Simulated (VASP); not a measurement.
# Re (P6_3/mmc) in VASP: further runs, part 3 of 3

VASP 6.6.1.

## Step 5: Electric field gradients, PBE (zz strain of -3 %)

Contents of INCAR:

```
ALGO = Normal
EDIFF = 1E-8
ENCUT = 520
GGA = PE
ISIF = 2
ISMEAR = -1
LASPH = T
LCHARG = F
LEFG = T
LREAL = F
LWAVE = F
NBANDS = 14
NELM = 60
PREC = Accurate
SIGMA = 0.05
```

Contents of KPOINTS:

```
k-points
0
Gamma
  14 14 8
```

Contents of POSCAR:

```
Re
1.0
    2.6029010724      0.0000000000      0.0000000000
   -1.3014505362      2.2541784522      0.0000000000
    0.0000000000      0.0000000000      4.0371400000
Re
2
Direct
    0.3333333333      0.6666666667      0.2500000000
    0.6666666667      0.3333333333      0.7500000000
```

Potentials or basis: VASP PAW PBE potentials, release 64 (Re).

On the command line:

```console
$ cat potpaw_PBE.64/Re/POTCAR > POTCAR
$ mpirun -np 1 vasp_std > vasp.out
```

OUTCAR:

```text
EDIFF = 1E-8
   ENCUT = 520
   GGA = PE
   ISIF = 2
   ISMEAR = -1
   LASPH = T
   LREAL = F
   NELM = 60
   PREC = Accurate

 ion  position               nearest neighbor table
   1  0.333  0.667  0.250-   2 2.52   2 2.52   2 2.52   2 2.52   2 2.52   2 2.52
   2  0.667  0.333  0.750-   1 2.52   1 2.52   1 2.52   1 2.52   1 2.52   1 2.52

  LATTYP: Found a hexagonal cell.
 ALAT       =     2.6029010724
 C/A-ratio  =     1.5510155352

  Lattice vectors:

 A1 = (   2.6029010724,   0.0000000000,   0.0000000000)
 A2 = (  -1.3014505362,   2.2541784522,   0.0000000000)
 A3 = (   0.0000000000,   0.0000000000,   4.0371400000)

Analysis of symmetry for initial positions (statically):
=====================================================================
 Subroutine PRICEL returns:
 Original cell was already a primitive cell.

 Routine SETGRP: Setting up the symmetry group for a
 hexagonal supercell.

 Subroutine GETGRP returns: Found 24 space group operations
 (whereof 12 operations were pure point group operations)
 out of a pool of 24 trial point group operations.

The static configuration has the point symmetry D_3d.
 The point group associated with its full space group is D_6h.

Analysis of symmetry for dynamics (positions and initial velocities):
=====================================================================
 Subroutine PRICEL returns:
 Original cell was already a primitive cell.

 Routine SETGRP: Setting up the symmetry group for a
 hexagonal supercell.

 Subroutine GETGRP returns: Found 24 space group operations
 (whereof 12 operations were pure point group operations)
 out of a pool of 24 trial point group operations.

The dynamic configuration has the point symmetry D_3d.
 The point group associated with its full space group is D_6h.

 Subroutine INISYM returns: Found 24 space group operations
 (whereof 12 operations are pure point group operations),
 and found     1 'primitive' translations

----------------------------------------------------------------------------------------

                                     Primitive cell

  volume of cell :      23.6875

  direct lattice vectors                    reciprocal lattice vectors
     2.602901072  0.000000000  0.000000000     0.384186710  0.221810301  0.000000000
    -1.301450536  2.254178452  0.000000000     0.000000000  0.443620601  0.000000000
     0.000000000  0.000000000  4.037140000     0.000000000  0.000000000  0.247700105

  length of vectors
     2.602901072  2.602901072  4.037140000     0.443620601  0.443620601  0.247700105

  position of ions in fractional coordinates (direct lattice)
     0.333333333  0.666666667  0.250000000
     0.666666667  0.333333333  0.750000000

  ion indices of the primitive-cell ions
   primitive index   ion index
                 1           1
                 2           2

----------------------------------------------------------------------------------------
[... 82 lines left out ...]
   NUPDOWN=      -1.0000    fix difference up-down
   EMIN   =  10.00;   EMAX   =-10.00  energy-range for DOS
   EFERMI =   0.00;   METHOD = LEGACY
   ISMEAR =    -1;   SIGMA  =   0.05  broadening in eV -4-tet -1-fermi 0-gaus
   EFERMI_NEDOS =   21; number of points for ismear=-14 and -15
   IALGO  =     38    algorithm
   IMIX   =      4    mixing-type and parameters
     AMIX     =   0.40;   BMIX     =  1.00
     AMIX_MAG =   1.60;   BMIX_MAG =  1.00
  volume/ion in A,a.u.               =      11.84        79.93
  Fermi-wavevector in a.u.,A,eV,Ry     =   1.373866  2.596230 25.681088  1.887507
  Thomas-Fermi vector in A             =   2.499344
   LORBIT       =      0    0 simple, 1 ext, 2 COOP (PROOUT), +10 PAW based schemes
   GGA     = PE    functional components
   LHFCALC =     F    Hartree Fock is set to
   AEXX    =    0.0000 exact exchange contribution
   IVDW    =     0    specifies the selected vdW correction
   LEPSILON=     F    determine dielectric tensor
   LRPA    =     F    only Hartree local field effects (RPA)
 non-spin polarized calculation
  energy-cutoff  :      520.00
  volume of cell :       23.69
 maximum number of plane-waves:       656
 NGX is ok and might be reduce to    20
   NGX =  9   NGY =  9   NGZ = 15

 number of electron      13.9999999 magnetization

 Free energy of the ion-electron system (eV)
  ---------------------------------------------------
  ext. energy  EPLUGINS =         0.00000000
  ---------------------------------------------------
  free energy    TOTEN  =       -22.53048016 eV

  energy without entropy =      -22.51666260  energy(sigma->0) =      -22.52357138

 E-fermi :  10.7874     XC(G=0): -14.9500

 val. band max:       10.7787366555   @ k =   0.4286   0.0714   0.1250
 cond. band min:      10.8063691500   @ k =   0.2143   0.0000   0.2500
 fundamental gap:      0.0276324945
 Fermi energy:        10.7873985082

 k-point     1 :       0.0000    0.0000    0.0000
  band No.  band energies     occupation
      1      -0.5091      2.00000
      2       2.3854      2.00000
      3       8.4158      2.00000
      4       8.4158      2.00000
      5       9.2148      2.00000
      6       9.7701      2.00000
      7       9.7701      2.00000
      8      10.4806      1.99568
      9      10.4806      1.99568
     10      12.7768      0.00000
     11      15.2023      0.00000
     12      15.2023      0.00000
     13      24.1839      0.00000
     14      24.9405      0.00000
[... 377 lines left out ...]
      1       3.5097      2.00000
      2       5.4704      2.00000
      3       5.5542      2.00000
      4       6.6471      2.00000
      5       8.0090      2.00000
      6       8.5417      2.00000
      7      10.9738      0.04691
      8      14.9493      0.00000
      9      15.5946      0.00000
     10      16.2716      0.00000
     11      18.9163      0.00000
     12      19.0793      0.00000
     13      21.2819      0.00000
     14      28.2502      0.00000

 [... further k-points ...]
[... 5 lines left out ...]
  --------------------------------------------------------------------------------------
  -------------------------------------------------------------------------------------
  Total       19.5765831     19.5765831     24.7338398     -0.0000000      0.0000000      0.0000000
  in kB     1324.1211074   1324.1211073   1672.9476819     -0.0000000      0.0000000      0.0000000
  external PRESSURE =    1440.3966322 kB  Pullay stress =       0.0000000 kB

 VOLUME and BASIS-vectors are now :
 -----------------------------------------------------------------------------
  energy-cutoff  :      520.00
  volume of cell :       23.69
      direct lattice vectors                 reciprocal lattice vectors
     2.602901072  0.000000000  0.000000000     0.384186710  0.221810301  0.000000000
    -1.301450536  2.254178452  0.000000000     0.000000000  0.443620601  0.000000000
     0.000000000  0.000000000  4.037140000     0.000000000  0.000000000  0.247700105

 POSITION                                       TOTAL-FORCE (eV/Angst)
 -----------------------------------------------------------------------------------
     -0.00000      1.50279      1.00928        -0.000000      0.000000      0.000000
      1.30145      0.75139      3.02785         0.000000     -0.000000      0.000000
 -----------------------------------------------------------------------------------
    total drift:                                0.000000     -0.000000     -0.000000

  FREE ENERGIE OF THE ION-ELECTRON SYSTEM (eV)
  ---------------------------------------------------
  free  energy   TOTEN  =       -22.5304801608 eV

  energy  without entropy=      -22.5166626041  energy(sigma->0) =      -22.52357138

 Electric field gradients (V/A^2)
---------------------------------------------------------------------
 ion       V_xx      V_yy      V_zz      V_xy      V_xz      V_yz
---------------------------------------------------------------------
   1      88.060    88.061  -176.121     0.000     0.000    -0.000
   2      88.060    88.061  -176.121     0.000    -0.000     0.000
---------------------------------------------------------------------

 Electric field gradients after diagonalization (V/A^2)
 (convention: |V_zz| > |V_xx| > |V_yy|)
----------------------------------------------------------------------
 ion       V_xx      V_yy      V_zz     asymmetry (V_yy - V_xx)/ V_zz
----------------------------------------------------------------------
   1      88.061    88.060  -176.121       0.000
   2      88.061    88.060  -176.121       0.000
----------------------------------------------------------------------

           NMR quadrupolar parameters

 Cq : quadrupolar parameter    Cq=e*Q*V_zz/h
 eta: asymmetry parameters     (V_yy - V_xx)/ V_zz
 Q  : nuclear electric quadrupole moment in mb (millibarn)
----------------------------------------------------------------------
 ion       Cq(MHz)       eta       Q (mb)
----------------------------------------------------------------------
   1      -0.426       0.000       1.000
   2      -0.426       0.000       1.000
----------------------------------------------------------------------
```

OSZICAR:

```text
N       E                     dE             d eps       ncg     rms          rms(c)
DAV:   1     0.248695068645E+02    0.24870E+02   -0.70592E+03  6720   0.133E+03
DAV:   2    -0.227439085620E+02   -0.47613E+02   -0.42627E+02  5520   0.314E+02
DAV:   3    -0.236256967404E+02   -0.88179E+00   -0.87114E+00  4996   0.398E+01
DAV:   4    -0.236334933362E+02   -0.77966E-02   -0.77920E-02  5286   0.241E+00
DAV:   5    -0.236336284269E+02   -0.13509E-03   -0.13508E-03  4980   0.575E-01    0.642E+01
DAV:   6    -0.229003801612E+02    0.73325E+00   -0.22486E-01  5852   0.116E+01    0.343E+01
DAV:   7    -0.225333115466E+02    0.36707E+00   -0.32095E-01  5856   0.133E+01    0.380E-01
DAV:   8    -0.225309005579E+02    0.24110E-02   -0.44805E-03  5642   0.677E-01    0.291E-01
DAV:   9    -0.225304813214E+02    0.41924E-03   -0.61101E-04  5586   0.321E-01    0.466E-02
DAV:  10    -0.225304879460E+02   -0.66247E-05   -0.42573E-05  5494   0.589E-02    0.143E-02
DAV:  11    -0.225304802400E+02    0.77061E-05   -0.13375E-06  5604   0.252E-02    0.341E-03
DAV:  12    -0.225304801601E+02    0.79914E-07   -0.27604E-08  3912   0.539E-03    0.789E-04
DAV:  13    -0.225304801897E+02   -0.29642E-07   -0.83329E-09  3064   0.165E-03    0.352E-04
DAV:  14    -0.225304801593E+02    0.30445E-07   -0.34915E-09  2364   0.220E-03    0.121E-04
DAV:  15    -0.225304801608E+02   -0.15552E-08   -0.24555E-09  2508   0.114E-03
   1 F= -.22530480E+02 E0= -.22523571E+02  d E =-.138176E-01
```

Wall time 50 s (1 thread of Intel Xeon Platinum 8488C (Sapphire Rapids), shared host); peak memory 0.15 GiB.

What came out:

- Free energy: -22.5305 eV
- Pressure: 144.0 GPa
- Band gap on the k mesh: zero (band 7 reaches 12.79 eV, above the bottom of band 8 at 8.14 eV)

Stress tensor (GPa, compression positive):
```
132.41   0.00   0.00
  0.00 132.41   0.00
  0.00   0.00 167.29
```

Levels at points of the mesh, in eV from the Fermi level:
| k point | band 4 | band 5 | band 6 | band 7 | band 8 | band 9 | band 10 | band 11 |
| --- | --- | --- | --- | --- | --- | --- | --- | --- |
| (0.00, 0.00, 0.00) | -2.37 | -1.57 | -1.02 | -1.02 | -0.31 | -0.31 | 1.99 | 4.41 |
| (0.50, 0.00, 0.00) | -3.15 | -1.76 | -1.18 | -0.28 | 5.01 | 5.94 | 6.43 | 8.23 |
| (0.00, 0.00, 0.50) | -2.66 | -2.66 | -2.66 | -2.65 | -2.65 | 3.55 | 3.55 | 3.55 |
| (0.50, 0.00, 0.50) | -5.33 | 0.23 | 0.23 | 1.63 | 1.63 | 5.55 | 5.55 | 6.50 |

Electric field gradients, principal values (V/Å²):
```csv
atom,least,middle,greatest (by size)
1 Re,88.060,88.061,-176.121
2 Re,88.060,88.061,-176.121
```

Caveat: the cell differs from its parent crystal (zz strain of -3 %); without QUAD_EFG the Cq values of the log hold for a quadrupole moment of 1 mb, not for the nuclei; spin-orbit coupling is left out, which moves the levels of the heavy elements.

## Step 6: Overview

| cell | gap on the mesh (eV) | pressure (GPa) |
| --- | --- | --- |
| a = 2.612, b = 2.612, c = 4.176 Å, angles 90.0, 90.0, 120.0°, 2 atoms | none | 108.7 |
| a = 2.620, b = 2.620, c = 4.190 Å, angles 90.0, 90.0, 120.0°, 2 atoms | none | 100.9 |
| a = 2.603, b = 2.603, c = 4.037 Å, angles 90.0, 90.0, 120.0°, 2 atoms | none | 144.0 |

Alike in all rows: task electric field gradients; level PBE; potentials or basis VASP PAW PBE potentials, release 64 (Re); no spin polarisation; k mesh 14 × 14 × 8; cutoff (eV) 520; smearing fermi-dirac 0.05 eV.

Caveats: spin-orbit coupling is left out, which moves the levels of the heavy elements.

Absolute energies hang on the potentials; compare differences alone.
